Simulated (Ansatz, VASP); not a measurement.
**One calculation of Ge, two programs**

INCAR

```
SYSTEM = Ge
PREC = Accurate ; ENCUT = 520
EDIFF = 1E-7 ; ISMEAR = -1
SIGMA = 0.1 ; LREAL = .FALSE.
LASPH = .TRUE. ; NELM = 100
ALGO = Normal ; ISIF = 2
LWAVE = .FALSE. ; LCHARG = .FALSE.
GGA = PE ; NBANDS = 36
```

File KPOINTS:

```
Automatic mesh
0
G
  16 16 5
  0 0 0
```

POSCAR

```
Ge
1.0
    3.1004027384      0.0000000000      0.0000000000
   -1.5502013692      2.6850275334      0.0000000000
    0.0000000000      0.0000000000     10.1341529837
Ge
4
Direct
    0.0000000000      0.0000000000      0.0000000000
    0.0000000000      0.0000000000      0.5000000000
    0.3333333333      0.6666666667      0.2500000000
    0.6666666667      0.3333333333      0.7500000000
```

Input for Ansatz:

```yaml
crystal:
  lattice:
    - [3.1004027384, 0.0, 0.0]
    - [-1.5502013692, 2.6850275334, 0.0]
    - [0.0, 0.0, 10.1341529837]
  atoms:
    - { symbol: Ge, position: [0.0, 0.0, 0.0] }
    - { symbol: Ge, position: [0.0, 0.0, 0.5] }
    - { symbol: Ge, position: [0.3333333333, 0.6666666667, 0.25] }
    - { symbol: Ge, position: [0.6666666667, 0.3333333333, 0.75] }
hamiltonian:
  xc: pbe
  pseudopotentials:
    kind: paw
    azcp:
      Ge: "pseudopotentials/Ge.paw.azcp"
basis:
  ecutwfc: 420
  fft_grid_basis: typed
kpoints:
  mp_grid: { grid: [16, 16, 5], shift: [0, 0, 0] }
magnetization:
  spin_polarized: false
scf:
  occupations: { method: fermi_dirac, width: 0.1 }
output:
  stress: true
```

Alike in both runs: task single point; functional PBE; k mesh 16 × 16 × 5; occupations fermi-dirac, width 0.1 eV; no spin polarisation.

|  | VASP | Ansatz |
| --- | --- | --- |
| version | VASP 6.6.1 | Ansatz 0.2.0 |
| potentials or method | VASP PAW PBE potentials, release 64 (Ge_d), cutoff 520 eV | plane waves (420 eV) with PAW, scalar-relativistic |
| valence electrons in the cell | 56 | 56 |

VASP gave:

```
pressure (GPa)                                                : -4.0
traceless stress, the component that is largest in VASP (GPa) : 0.55
```

Problem. What did Ansatz give for the same quantities?

Solution. Pressure (GPa): -4.1; traceless stress, the component that is largest in VASP (GPa): 0.55.

The functional is the same, so the differences come from potentials, cutoffs and numerics.
